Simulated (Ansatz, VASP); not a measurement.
**Ta in VASP and in Ansatz**

```xyz
1
Lattice="-1.6513 1.6513 1.6513 1.6513 -1.6513 1.6513 1.6513 1.6513 -1.6513" Properties=species:S:1:pos:R:3 pbc="T T T"
Ta    0.0000    0.0000    0.0000
```

Alike in both runs: task single point; functional PBEsol; k mesh 12 × 12 × 12; occupations fermi-dirac, width 0.0272 eV; no spin polarisation.

|  | VASP | Ansatz |
| --- | --- | --- |
| version | VASP 6.6.1 | Ansatz 0.2.0 |
| potentials or method | VASP PAW PBE potentials, release 64 (Ta_pv), cutoff 500 eV | all-electron LAPW, scalar-relativistic |

|  | VASP | Ansatz | Ansatz less VASP |
| --- | --- | --- | --- |
| pressure (GPa) | -4.8 | -5.1 | -0.23 |

VASP's potentials were made for PBE, not for PBEsol. Ansatz ran all-electron here, and VASP with PAW potentials. Ansatz's warnings: optics on partly filled bands.

Neither program's run includes spin-orbit coupling.
